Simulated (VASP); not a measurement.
# Zr6InPb2 (P-62m) in VASP: single point with PBE

Aim: the single point of Zr6InPb2 with PBE.

Program: VASP 6.6.1. These are calculated values, not measurements. Logs are shortened: lines on timing, memory, paths and dates and some standing lists are left out, and cuts for length are marked.

## 1. The cell of the first run

Symmetry: P-62m, No. 189, hexagonal system. Conventional cell: a = 7.939 Å, b = 7.939 Å, c = 3.925 Å, α = 90.00°, β = 90.00°, γ = 120.00°. Within 4.0 Å of Pb (site symmetry -6) lie 9 Zr at 2.98 to 3.12 Å and 2 Pb at 3.93 Å. Within 4.3 Å of Zr (site symmetry m2m) lie 4 Pb at 3.12 Å and 1 In at 3.16 Å and 12 Zr at 3.35 to 4.21 Å. Within 4.0 Å of Zr (site symmetry m2m) lie 2 In at 2.85 Å and 2 Pb at 2.98 Å and 10 Zr at 3.35 to 3.93 Å. Within 4.0 Å of In (site symmetry -62m) lie 9 Zr at 2.85 to 3.16 Å and 2 In at 3.93 Å.

## 2. Single point, PBE

INCAR reads:

```
SYSTEM = Zr6InPb2
PREC = Accurate
ENCUT = 500
EDIFF = 1E-6
ISMEAR = -1
SIGMA = 0.1
LREAL = .FALSE.
LASPH = .TRUE.
NELM = 120
ALGO = Normal
ISIF = 2
LWAVE = .FALSE.
LCHARG = .FALSE.
GGA = PE
NBANDS = 66
GGA_COMPAT = .FALSE.
```

KPOINTS reads:

```
regular mesh
0
G
  5 5 9
  0 0 0
```

POSCAR reads:

```
Zr6InPb2
1.0
    7.9388949000     -0.0000002930      0.0000000000
   -3.9694471962      6.8752848079      0.0000000000
    0.0000000000      0.0000000000      3.9253366587
Pb Zr In
2 6 1
Direct
    0.3333333333      0.6666666667      0.5000000000
    0.6666666667      0.3333333333      0.5000000000
    0.6021057722      0.0000000000      0.0000000000
    0.3978942278      0.3978942278      0.0000000000
    0.0000000000      0.6021057722      0.0000000000
    0.2602841221      0.0000000000      0.5000000000
    0.7397158779      0.7397158779      0.5000000000
    0.0000000000      0.2602841221      0.5000000000
    0.0000000000      0.0000000000      0.0000000000
```

Potentials or basis: VASP PAW PBE potentials, release 64 (Pb_d, Zr_sv, In_d).

Run with:

```sh
> cat potpaw_PBE.64/Pb_d/POTCAR potpaw_PBE.64/Zr_sv/POTCAR potpaw_PBE.64/In_d/POTCAR > POTCAR
> mpirun -np 1 vasp_std > vasp.out
```

OUTCAR:

```text
SYSTEM = Zr6InPb2
   PREC = Accurate
   ENCUT = 500
   EDIFF = 1E-6
   ISMEAR = -1
   LREAL = .FALSE.
   LASPH = .TRUE.
   NELM = 120
   ISIF = 2
   GGA = PE

 ion  position               nearest neighbor table
   1  0.333  0.667  0.500-   6 2.98   8 2.98   7 2.98   5 3.12   5 3.12   3 3.12   3 3.12   4 3.12
                             4 3.12
   2  0.667  0.333  0.500-   8 2.98   6 2.98   7 2.98   3 3.12   3 3.12   5 3.12   5 3.12   4 3.12
                             4 3.12
   3  0.602  0.000  0.000-   2 3.12   2 3.12   1 3.12   1 3.12   9 3.16   6 3.35   6 3.35   7 3.40
                             7 3.40   8 3.40   8 3.40
   4  0.398  0.398  0.000-   1 3.12   1 3.12   2 3.12   2 3.12   9 3.16   7 3.35   7 3.35   6 3.40
                             6 3.40   8 3.40   8 3.40
   5  0.000  0.602  0.000-   1 3.12   1 3.12   2 3.12   2 3.12   9 3.16   8 3.35   8 3.35   7 3.40
                             7 3.40   6 3.40   6 3.40
   6  0.260  0.000  0.500-   9 2.85   9 2.85   1 2.98   2 2.98   3 3.35   3 3.35   4 3.40   4 3.40
                             5 3.40   5 3.40   8 3.58   7 3.58
   7  0.740  0.740  0.500-   9 2.85   9 2.85   2 2.98   1 2.98   4 3.35   4 3.35   3 3.40   3 3.40
                             5 3.40   5 3.40   8 3.58   6 3.58
   8  0.000  0.260  0.500-   9 2.85   9 2.85   2 2.98   1 2.98   5 3.35   5 3.35   4 3.40   4 3.40
                             3 3.40   3 3.40   6 3.58   7 3.58
   9  0.000  0.000  0.000-   8 2.85   8 2.85   6 2.85   6 2.85   7 2.85   7 2.85   5 3.16   3 3.16
                             4 3.16

  LATTYP: Found a hexagonal cell.
 ALAT       =     7.9388949000
 C/A-ratio  =     0.4944437114

  Lattice vectors:

 A1 = (   7.9388949000,  -0.0000002930,   0.0000000000)
 A2 = (  -3.9694471962,   6.8752848079,   0.0000000000)
 A3 = (   0.0000000000,   0.0000000000,   3.9253366587)

Analysis of symmetry for initial positions (statically):
=====================================================================
 Subroutine PRICEL returns:
 Original cell was already a primitive cell.

 Routine SETGRP: Setting up the symmetry group for a
 hexagonal supercell.

 Subroutine GETGRP returns: Found 12 space group operations
 (whereof 12 operations were pure point group operations)
 out of a pool of 24 trial point group operations.

The static configuration has the point symmetry D_3h.

Analysis of symmetry for dynamics (positions and initial velocities):
=====================================================================
 Subroutine PRICEL returns:
 Original cell was already a primitive cell.

 Routine SETGRP: Setting up the symmetry group for a
 hexagonal supercell.

 Subroutine GETGRP returns: Found 12 space group operations
 (whereof 12 operations were pure point group operations)
 out of a pool of 24 trial point group operations.

The dynamic configuration has the point symmetry D_3h.

 Subroutine INISYM returns: Found 12 space group operations
 (whereof 12 operations are pure point group operations),
 and found     1 'primitive' translations

----------------------------------------------------------------------------------------

                                     Primitive cell

  volume of cell :     214.2534

  direct lattice vectors                    reciprocal lattice vectors
     7.938894900 -0.000000293  0.000000000     0.125962119  0.072724257  0.000000000
    -3.969447196  6.875284808  0.000000000     0.000000005  0.145448523  0.000000000
     0.000000000  0.000000000  3.925336659     0.000000000  0.000000000  0.254755219

  length of vectors
     7.938894900  7.938894900  3.925336659     0.145448523  0.145448523  0.254755219

  position of ions in fractional coordinates (direct lattice)
     0.333333333  0.666666667  0.500000000
     0.666666667  0.333333333  0.500000000
     0.602105772  0.000000000  0.000000000
     0.397894228  0.397894228  0.000000000
     0.000000000  0.602105772  0.000000000
     0.260284122  0.000000000  0.500000000
     0.739715878  0.739715878  0.500000000
     0.000000000  0.260284122  0.500000000
     0.000000000  0.000000000  0.000000000

  ion indices of the primitive-cell ions
   primitive index   ion index
                 1           1
                 2           2
                 3           3
                 4           4
                 5           5
                 6           6
                 7           7
                 8           8
                 9           9

----------------------------------------------------------------------------------------

 KPOINTS: regular mesh

Automatic generation of k-mesh.
 Grid dimensions read from file:
 generate k-points for:    5    5    9

 Generating k-lattice:

  Cartesian coordinates                     Fractional coordinates (reciprocal lattice)
     0.025192424  0.014544851  0.000000000     0.200000000  0.000000000  0.000000000
     0.000000001  0.029089705  0.000000000     0.000000000  0.200000000  0.000000000
     0.000000000  0.000000000  0.028306135     0.000000000  0.000000000  0.111111111

  Length of vectors
     0.029089705  0.029089705  0.028306135

  Shift w.r.t. Gamma in fractional coordinates (k-lattice)
     0.000000000  0.000000000  0.000000000

 Subroutine IBZKPT returns following result:
 ===========================================

 Found     25 irreducible k-points:

 Following reciprocal coordinates:
            Coordinates               Weight
  0.000000  0.000000  0.000000      1.000000
  0.200000  0.000000  0.000000      6.000000
  0.400000  0.000000  0.000000      6.000000
  0.200000  0.200000  0.000000      6.000000
  0.400000  0.200000  0.000000      6.000000
  0.000000  0.000000  0.111111      2.000000
[... 16 lines left out ...]
  0.400000  0.000000  0.444444     12.000000
  0.200000  0.200000  0.444444     12.000000
   k-points           NKPTS =     25   k-points in BZ     NKDIM =     25   number of bands    NBANDS=     66
   number of dos      NEDOS =    301   number of ions     NIONS =      9
   total plane-waves  NPLWV = 108000
   dimension x,y,z NGX =    60 NGY =   60 NGZ =   30
   dimension x,y,z NGXF=   120 NGYF=  120 NGZF=   60
   ions per type =               2   6   1
   NGX,Y,Z   is equivalent  to a cutoff of  12.56, 12.56, 12.71 a.u.
   NGXF,Y,Z  is equivalent  to a cutoff of  25.13, 25.13, 25.41 a.u.
 SYSTEM =  Zr6InPb2
   PREC   = accura    normal or accurate (medium, high low for compatibility)
   ISTART =      0    job   : 0-new  1-cont  2-samecut
   ICHARG =      2    charge: 1-file 2-atom 10-const
   ISPIN  =      1    spin polarized calculation?
   LNONCOLLINEAR =      F non collinear calculations
   LSORBIT =      F    spin-orbit coupling
   LASPH  =      T    aspherical Exc in radial PAW
   ENCUT  =  500.0 eV  36.75 Ry    6.06 a.u.  14.47 14.47  7.16*2*pi/ulx,y,z
   NELM   =    120;   NELMIN=  2; NELMDL= -5     # of ELM steps
   EDIFF  = 0.1E-05   stopping-criterion for ELM
   LREAL  =      F    real-space projection
   EDIFFG = 0.1E-04   stopping-criterion for IOM
   NSW    =      0    number of steps for IOM
   IBRION =     -1    ionic relax: 0-MD 1-quasi-New 2-CG
   NFREE  =      0    steps in history (QN), initial steepest desc. (CG)
   ISIF   =      2    stress and relaxation
   ISYM   =      2    0-nonsym 1-usesym 2-fastsym
   POTIM  = 0.5000    time-step for ionic-motion
   TEBEG  =    0.0;   TEEND  =   0.0 temperature during run
   PSTRESS=    0.0 pullay stress
   NELECT =     113.0000    total number of electrons
   NUPDOWN=      -1.0000    fix difference up-down
   EMIN   =  10.00;   EMAX   =-10.00  energy-range for DOS
   EFERMI =   0.00;   METHOD = LEGACY
   ISMEAR =    -1;   SIGMA  =   0.10  broadening in eV -4-tet -1-fermi 0-gaus
   EFERMI_NEDOS =   21; number of points for ismear=-14 and -15
   IALGO  =     38    algorithm
   IMIX   =      4    mixing-type and parameters
     AMIX     =   0.40;   BMIX     =  1.00
     AMIX_MAG =   1.60;   BMIX_MAG =  1.00
  volume/ion in A,a.u.               =      23.81       160.65
  Fermi-wavevector in a.u.,A,eV,Ry     =   1.322691  2.499524 23.803552  1.749512
  Thomas-Fermi vector in A             =   2.452354
   LORBIT       =      0    0 simple, 1 ext, 2 COOP (PROOUT), +10 PAW based schemes
   GGA     = PE    functional components
   LHFCALC =     F    Hartree Fock is set to
   AEXX    =    0.0000 exact exchange contribution
   IVDW    =     0    specifies the selected vdW correction
   LEPSILON=     F    determine dielectric tensor
   LRPA    =     F    only Hartree local field effects (RPA)
 non-spin polarized calculation
  energy-cutoff  :      500.00
  volume of cell :      214.25
 maximum number of plane-waves:      5466
 NGX is ok and might be reduce to    60
   NGX = 29   NGY = 29   NGZ = 15

 number of electron     112.9999993 magnetization

 Free energy of the ion-electron system (eV)
  ---------------------------------------------------
  ext. energy  EPLUGINS =         0.00000000
  ---------------------------------------------------
  free energy    TOTEN  =       -62.62549275 eV

  energy without entropy =      -62.38164336  energy(sigma->0) =      -62.50356805

 E-fermi :   8.7059     XC(G=0): -11.0435

 val. band max:        8.6762209956   @ k =   0.2000   0.2000   0.1111
 cond. band min:       8.7194429020   @ k =   0.2000   0.2000   0.0000
 fundamental gap:      0.0432219064
 Fermi energy:         8.7058810708

 k-point     1 :       0.0000    0.0000    0.0000
  band No.  band energies     occupation
      1     -40.2897      2.00000
      2     -40.2817      2.00000
      3     -40.2817      2.00000
      4     -40.0806      2.00000
      5     -40.0777      2.00000
      6     -40.0777      2.00000
[... 58 lines left out ...]
     65      10.5065      0.00000
     66      10.6595      0.00000

 k-point     2 :       0.2000    0.0000    0.0000
  band No.  band energies     occupation
      1     -40.2888      2.00000
      2     -40.2822      2.00000
      3     -40.2820      2.00000
      4     -40.0825      2.00000
      5     -40.0773      2.00000
      6     -40.0762      2.00000
[... 58 lines left out ...]
     65      10.4868      0.00000
     66      10.5307      0.00000

 k-point     3 :       0.4000    0.0000    0.0000
  band No.  band energies     occupation
      1     -40.2866      2.00000
      2     -40.2839      2.00000
      3     -40.2824      2.00000
      4     -40.0843      2.00000
      5     -40.0768      2.00000
      6     -40.0750      2.00000
[... 1438 lines left out ...]
     65      11.3138      0.00000
     66      11.5929      0.00000

 k-point    24 :       0.2000    0.2000    0.4444
  band No.  band energies     occupation
      1     -40.2800      2.00000
      2     -40.2789      2.00000
      3     -40.2785      2.00000
      4     -40.0833      2.00000
      5     -40.0747      2.00000
      6     -40.0747      2.00000
[... 58 lines left out ...]
     65      11.2115      0.00000
     66      11.4296      0.00000

 [... further k-points ...]

------------------------ aborting loop because EDIFF is reached ----------------------------------------

  FORCE on cell =-STRESS in cart. coord.  units (eV):
  Direction    XX          YY          ZZ          XY          YZ          ZX
  --------------------------------------------------------------------------------------
  -------------------------------------------------------------------------------------
  Total        0.0094313      0.0094313     -0.0067105      0.0000000      0.0000000     -0.0000000
  in kB        0.0705270      0.0705270     -0.0501812      0.0000000      0.0000000     -0.0000000
  external PRESSURE =       0.0302910 kB  Pullay stress =       0.0000000 kB

 VOLUME and BASIS-vectors are now :
 -----------------------------------------------------------------------------
  energy-cutoff  :      500.00
  volume of cell :      214.25
      direct lattice vectors                 reciprocal lattice vectors
     7.938894900 -0.000000293  0.000000000     0.125962119  0.072724257  0.000000000
    -3.969447196  6.875284808  0.000000000     0.000000005  0.145448523  0.000000000
     0.000000000  0.000000000  3.925336659     0.000000000  0.000000000  0.254755219

 POSITION                                       TOTAL-FORCE (eV/Angst)
 -----------------------------------------------------------------------------------
      0.00000      4.58352      1.96267        -0.000000     -0.000000     -0.000000
      3.96945      2.29176      1.96267        -0.000000      0.000000     -0.000000
      4.78005     -0.00000      0.00000        -0.000456      0.000000      0.000000
      1.57942      2.73564      0.00000         0.000228      0.000395      0.000000
     -2.39003      4.13965      0.00000         0.000228     -0.000395     -0.000000
      2.06637     -0.00000      1.96267        -0.005819      0.000000      0.000000
      2.93626      5.08576      1.96267         0.002909      0.005039      0.000000
     -1.03318      1.78953      1.96267         0.002909     -0.005039     -0.000000
      0.00000      0.00000      0.00000         0.000000     -0.000000     -0.000000
 -----------------------------------------------------------------------------------
    total drift:                                0.000002      0.000004     -0.000000

  FREE ENERGIE OF THE ION-ELECTRON SYSTEM (eV)
  ---------------------------------------------------
  free  energy   TOTEN  =       -62.6254927506 eV

  energy  without entropy=      -62.3816433550  energy(sigma->0) =      -62.50356805
```

It took 6.9 min on 1 thread of AMD EPYC 7R43 (Zen 3), shared host; peak memory 0.45 GiB.

Results:

```
Free energy            : -62.6255 eV
Pressure               : 0.0 GPa
Largest force          : 0.006 eV/Å
Band gap on the k mesh : zero (an odd number of electrons rules out a gap without spin polarisation)
```

Forces in eV/Å, atoms in the order of the input:
```
Pb   0.000  0.000  0.000
Pb   0.000  0.000  0.000
Zr   0.000  0.000  0.000
Zr   0.000  0.000  0.000
Zr   0.000  0.000  0.000
Zr  -0.006  0.000  0.000
Zr   0.003  0.005  0.000
Zr   0.003 -0.005  0.000
In   0.000  0.000  0.000
```

Caveat: spin-orbit coupling is left out, which moves the levels of the heavy elements.
